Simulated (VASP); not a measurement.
# Si62As (a cell with a defect) in VASP: a series of runs, part 2 of 2

VASP 6.6.1.

**3. Single point, LDA, collinear spin, zero start**

Input file INCAR:

```
PREC = Accurate
ENCUT = 520
EDIFF = 1E-6
ISMEAR = 0
SIGMA = 0.05
LREAL = Auto
LASPH = True
NELM = 150
ALGO = Normal
ISIF = 2
LWAVE = False
LCHARG = False
ISPIN = 2
MAGMOM = 0 0 0 0 0 0 0 0 0 0 0 0 0 0 0 0 0 0 0 0 0 0 0 0 0 0 0 0 0 0 0 0 0 0 0 0 0 0 0 0 0 0 0 0 0 0 0 0 0 0 0 0 0 0 0 0 0 0 0 0 0 0 0
LORBIT = 11
GGA = CA
NBANDS = 168
NELECT = 255.0
```

Input file KPOINTS:

```
regular mesh
0
Gamma
  1 1 1
```

Input file POSCAR:

```
Si62As
1.0
   10.8600000000      0.0000000000      0.0000000000
    0.0000000000     10.8600000000      0.0000000000
    0.0000000000      0.0000000000     10.8600000000
Si As
62 1
Direct
    0.5024750460      0.0002428177     -0.0005982505
    0.6207041436      0.1292557090      0.1284963168
    0.7492684162      0.2451918969     -0.0023065378
    0.8761350829      0.3709037753      0.1207324125
    0.7504730203      0.0023151934      0.2475813996
    0.8751088398      0.1256755985      0.3748156538
    0.0045962247     -0.0015626151     -0.0040918969
    0.1246147330      0.1253408840      0.1254298343
    0.2499039595      0.2500160221      0.0001585635
    0.3740514733      0.3772814917      0.1247011050
    0.5037108656      0.4988091160      0.0007881215
    0.6260410681      0.6281488029      0.1270412523
    0.7515069061      0.7514361878      0.0004152855
    0.8763336096      0.8773270718      0.1248423573
    0.2540074586     -0.0016010129      0.2455509208
    0.3782586556      0.1207931860      0.3754825046
    0.4968700737      0.2537093002      0.2534395028
    0.6270279926      0.3761398711      0.3762283610
    0.7458760589      0.4890902394      0.2387031308
    0.5062300184     -0.0041404236      0.4999869245
    0.6230228361      0.1261875691      0.6270720994
    0.7494146409      0.2490422652      0.5005720074
    0.8739004604      0.3759710866      0.6229801105
    0.7500189687     -0.0040919890      0.7439883057
    0.8745452118      0.1209270718      0.8718992634
    0.0009985267      0.5026453959      0.0023756906
    0.1121463168      0.6313335175      0.1379004604
    0.2449891344      0.7466139963      0.0050059853
    0.3770158379      0.8730553407      0.1227147330
    0.0000969613      0.2492634438      0.2499198895
    0.1295699816      0.3706399632      0.3738347145
    0.2477025783      0.5025325046      0.2489245856
    0.3750722836      0.6249731123      0.3751746777
    0.5015192449      0.7508357274      0.2521874770
    0.6321825046      0.8730881215      0.3740045120
    0.0022623389      0.0023271639      0.4995454880
    0.1215155617      0.1291255064      0.6293502762
    0.2525056169      0.2449885820      0.5008563536
    0.3762941989      0.3749990792      0.6223415285
    0.5028537753      0.5026456722      0.5008063536
    0.6240261510      0.6300925414      0.6260169429
    0.8758061694      0.8730996317      0.6178379374
    0.2506386740      0.0000357274      0.7474045120
    0.3749522099      0.1247377532      0.8749290976
    0.4992444751      0.2512302026      0.7507487109
    0.6277430018      0.3749286372      0.8736711786
    0.7492534991      0.5025173112      0.7470582873
    0.8747298343      0.6249393186      0.8748747698
   -0.0175981584      0.7544809392      0.2673920810
    0.1249290055      0.8772730203      0.3736938306
    0.0118140884      0.4886381215      0.5044503683
    0.1230704420      0.6281311234      0.6240331492
    0.2495337937      0.7514416206      0.4984263352
    0.3762695212      0.8748991713      0.6236430939
   -0.0033275322      0.2536668508      0.7532078269
    0.1252589319      0.3772900552      0.8761292818
    0.2492109576      0.4987779926      0.7464688766
    0.3719023941      0.6221258748      0.8781786372
    0.4968695212      0.7501733886      0.7531667587
    0.6262368324      0.8750032228      0.8738309392
   -0.0023267956      0.7507466851      0.7483628913
    0.1272513812      0.8729241252      0.8728267956
    0.7719362799      0.7321381215      0.4780036832
```

Potentials or basis: VASP PAW LDA potentials, release 64 (Si, As).

Started as:

```sh
$ cat potpaw_LDA.64/Si/POTCAR potpaw_LDA.64/As/POTCAR > POTCAR
$ mpirun -np 1 vasp_gam > vasp.out
```

Wall time 9.6 min (1 thread of Intel Xeon Platinum 8259CL at 2.50GHz (Skylake/Cascade Lake), shared host); peak memory 0.87 GiB.

It converged, with:

```yaml
Free_energy: -353.0953 eV
Largest_force: 0.100 eV/Å
Net_moment: 0.00 μB per cell
Valence_electrons_inside_the_program's_atomic_spheres: Si 1.71, 1.72, 1.70, 1.69, 1.68, 1.66 (each value once); As 2.78
```

Forces in eV/Å, atoms in the order of the input:
```
Si   0.002  0.003 -0.007
Si   0.013  0.002 -0.003
Si  -0.003 -0.001 -0.006
Si   0.031 -0.008 -0.007
Si   0.012 -0.012  0.017
Si  -0.003  0.009  0.004
Si   0.000  0.001  0.009
Si   0.014 -0.003 -0.012
Si   0.000  0.010  0.000
Si   0.000 -0.013  0.000
Si   0.005 -0.002 -0.001
Si   0.010  0.006 -0.002
Si   0.010  0.007 -0.006
Si   0.001 -0.026  0.015
Si  -0.010  0.002 -0.001
Si  -0.017  0.009  0.003
Si   0.008  0.009 -0.016
Si   0.012  0.004  0.017
Si  -0.056 -0.013 -0.037
Si  -0.020  0.025  0.015
Si   0.005  0.014 -0.005
Si   0.002  0.005 -0.004
Si  -0.018  0.005 -0.009
Si  -0.016  0.026  0.017
Si  -0.002  0.007  0.015
Si   0.011 -0.008 -0.008
Si   0.016  0.016 -0.017
Si   0.018  0.002 -0.020
Si   0.005 -0.006 -0.009
Si  -0.001  0.005  0.000
Si   0.004 -0.003 -0.028
Si   0.006 -0.005 -0.008
Si  -0.006  0.006  0.003
Si  -0.004  0.004  0.007
Si  -0.043  0.020 -0.008
Si  -0.016 -0.014 -0.012
Si   0.007  0.004 -0.015
Si  -0.001  0.003 -0.001
Si  -0.009 -0.009  0.004
Si   0.002 -0.006 -0.017
Si  -0.006 -0.025  0.008
Si   0.012  0.021  0.045
Si   0.005  0.007  0.000
Si  -0.008  0.001  0.010
Si  -0.005  0.019  0.006
Si  -0.004 -0.007  0.012
Si   0.013 -0.005 -0.003
Si  -0.001  0.007  0.007
Si   0.047 -0.040 -0.042
Si  -0.014 -0.026  0.000
Si   0.039 -0.014  0.050
Si   0.003  0.006 -0.008
Si   0.003  0.005 -0.013
Si  -0.005 -0.009  0.001
Si   0.014  0.009 -0.008
Si   0.001 -0.013 -0.001
Si  -0.001 -0.001 -0.007
Si   0.003  0.009 -0.002
Si  -0.002  0.035  0.002
Si   0.000 -0.013  0.006
Si  -0.005  0.008  0.006
Si   0.009 -0.006 -0.001
As  -0.065 -0.040  0.064
```

Levels at points of the mesh, in eV from the Fermi level:
Spin up:
| k point | band 125 | band 126 | band 127 | band 128 | band 129 | band 130 | band 131 | band 132 |
| --- | --- | --- | --- | --- | --- | --- | --- | --- |
| (0.00, 0.00, 0.00) | -0.81 | -0.41 | -0.07 | 0.00 | 0.07 | 0.09 | 0.10 | 0.15 |
Spin down:
```csv
k point,band 125,band 126,band 127,band 128,band 129,band 130,band 131,band 132
"(0.00, 0.00, 0.00)",-0.81,-0.41,-0.07,0.00,0.07,0.09,0.10,0.15
```

Caveat: the k points lie up to 0.58 Å⁻¹ apart; the cell carries a net charge on a neutralising background, which shifts energy and pressure; the cell is charged against a uniform background, so pressure and absolute levels hang on convention.
